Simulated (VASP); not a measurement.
Set up this calculation in VASP 6.6.1, as the native input.

```yaml
Task: single point
Functional: LDA
Potentials_or_basis: VASP PAW LDA potentials, release 64 (Sn_d, Te)
Cutoff: 500 eV
k_mesh: 10 × 10 × 10
Occupations: gaussian, width 0.01 eV
Spin: no spin polarisation
Dipole_correction: no
Further_INCAR_settings: ALGO = Normal; EDIFF = 1e-06; NBANDS = 17
```

The structure of SnTe lies in POSCAR:

```
SnTe
1.0
    3.1805069561      3.1805069561      0.0000000000
   -3.1805069561      3.1805069561      0.0000000000
    0.0000000000      3.1805069561      3.0807263458
Sn Te
1 1
Direct
    0.0000000000      0.0000000000      0.0000000000
    0.5000000000      0.5000000000      0.0000000000
```

This cell differs from its parent crystal: in-plane strain +0.02.

One way to write it, as run:

INCAR

```
PREC     = Accurate       # precision mode
ENCUT    = 500            # plane-wave cutoff, eV
EDIFF    = 1E-6           # SCF threshold, eV
ISMEAR   = 0              # smearing method
SIGMA    = 0.01           # smearing width, eV
LREAL    = False          # projectors in reciprocal space
LASPH    = True           # aspherical terms in the spheres
NELM     = 120            # most SCF steps
ALGO     = Normal         # electronic algorithm
ISIF     = 2              # what is computed and relaxed
LWAVE    = False          # write WAVECAR
LCHARG   = False          # write CHGCAR
GGA      = CA             # functional
NBANDS   = 17             # bands
GGA_COMPAT= False
```

KPOINTS

```
Automatic mesh
0
Gamma
  10 10 10
```

Potentials or basis: VASP PAW LDA potentials, release 64 (Sn_d, Te).

Command:

```sh
$ cat potpaw_LDA.64/Sn_d/POTCAR potpaw_LDA.64/Te/POTCAR > POTCAR
$ mpirun -np 1 vasp_std > vasp.out
```

Results of the run:

```yaml
Pressure: -1.2 GPa
Band_gap_on_the_k_mesh: 0.19 eV, direct
```

Caveat: the cell differs from its parent crystal (in-plane strain +0.02); spin-orbit coupling is left out, which moves the levels of the heavy elements.

Run time: 74 s on 1 thread of Intel Xeon 6975P-C, on a shared host, peak memory 0.24 GiB.
